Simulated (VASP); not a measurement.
## BaTiO3: relaxation of the atoms with PBE

Crystal: BaTiO3.

```
Ba Ti O
1.0
     3.99980    0.00000    0.00000
     0.00000    3.99980    0.00000
     0.00000    0.00000    4.01800
Ba Ti O
1 1 3
Cartesian
  0.0000 0.0000 0.0000
  1.9999 1.9999 1.9688
  1.9999 1.9999 0.0763
  1.9999 0.0000 2.0773
  0.0000 1.9999 2.0773
```

```
Program                : VASP 6.6.1
Task                   : relaxation of the atoms
Functional             : PBE
Potentials or basis    : VASP PAW PBE potentials, release 64 (Ba_sv, Ti_sv, O)
Cutoff                 : 520 eV
k mesh                 : 8 × 8 × 8
Occupations            : gaussian, width 0.02 eV
Spin                   : no spin polarisation
Dipole correction      : no
Further INCAR settings : ALGO = Normal; EDIFF = 1e-06; IBRION = 2; EDIFFG = -0.01; NSW = 60
```

```
Energy gained by relaxing    : 0.9 meV/atom
Ionic steps                  : 6
Pressure after relaxing      : 4.7 GPa
Largest force after relaxing : 0.005 eV/Å
Band gap on the k mesh       : 1.78 eV (least direct gap 2.12 eV)
```

Forces in eV/Å, atoms in the order of the input:
```
Ba   0.000  0.000 -0.005
Ti   0.000  0.000  0.000
O    0.000  0.000  0.003
O    0.000  0.000  0.001
O    0.000  0.000  0.001
```

Stress tensor (GPa, compression positive):
```
4.06 0.00 0.00
0.00 4.06 0.00
0.00 0.00 6.09
```

Step by step:
| step | energy change (eV) | largest force (eV/Å) | pressure (GPa) |
| --- | --- | --- | --- |
| 1 | 0.0000 | 0.2739 | 4.23 |
| 2 | -0.0040 | 0.0979 | 4.51 |
| 3 | -0.0046 | 0.0373 | 4.70 |
| 4 | -0.0046 | 0.0387 | 4.69 |
| 5 | -0.0047 | 0.0167 | 4.71 |
| 6 | -0.0047 | 0.0053 | 4.73 |

Final structure:
```yaml
crystal:
  lattice:
    - [3.99980, 0.00000, 0.00000]
    - [0.00000, 3.99980, 0.00000]
    - [0.00000, 0.00000, 4.01800]
  atoms:
    - { symbol: Ba, position: [0.00000, 0.00000, 0.00167] }
    - { symbol: Ti, position: [0.50000, 0.50000, 0.48704] }
    - { symbol: O, position: [0.50000, 0.50000, 0.02394] }
    - { symbol: O, position: [0.50000, 0.00000, 0.51517] }
    - { symbol: O, position: [0.00000, 0.50000, 0.51517] }
```

Levels at points of the mesh, in eV from the valence-band top:
| k point | band 17 | band 18 | band 19 | band 20 | band 21 | band 22 | band 23 | band 24 |
| --- | --- | --- | --- | --- | --- | --- | --- | --- |
| (0.00, 0.00, 0.00) | -1.14 | -0.38 | -0.33 | -0.33 | 1.78 | 2.07 | 2.07 | 3.99 |
| (0.50, 0.00, 0.00) | -1.83 | -1.69 | -1.02 | -0.91 | 2.19 | 3.50 | 3.55 | 4.08 |
| (0.50, 0.50, 0.00) | -1.80 | -1.04 | -1.04 | -0.09 | 3.57 | 3.57 | 3.93 | 4.70 |
| (0.00, 0.00, 0.50) | -1.96 | -1.95 | -0.71 | -0.71 | 1.94 | 3.59 | 3.59 | 3.99 |
| (0.50, 0.00, 0.50) | -1.74 | -0.91 | -0.89 | -0.21 | 3.52 | 3.60 | 3.94 | 4.83 |
| (0.50, 0.50, 0.50) | -2.43 | -0.12 | -0.12 | 0.00 | 4.17 | 4.19 | 4.19 | 6.48 |

Run time: 2.6 min on 2 MPI ranks on Intel(R) Xeon(R) Platinum 8259CL CPU @ 2.50GHz (Skylake/Cascade Lake), on a shared host, peak memory 0.25 GiB a rank.

Caveat: spin-orbit coupling is left out, which moves the levels of the heavy elements. A k mesh can miss the band edges.
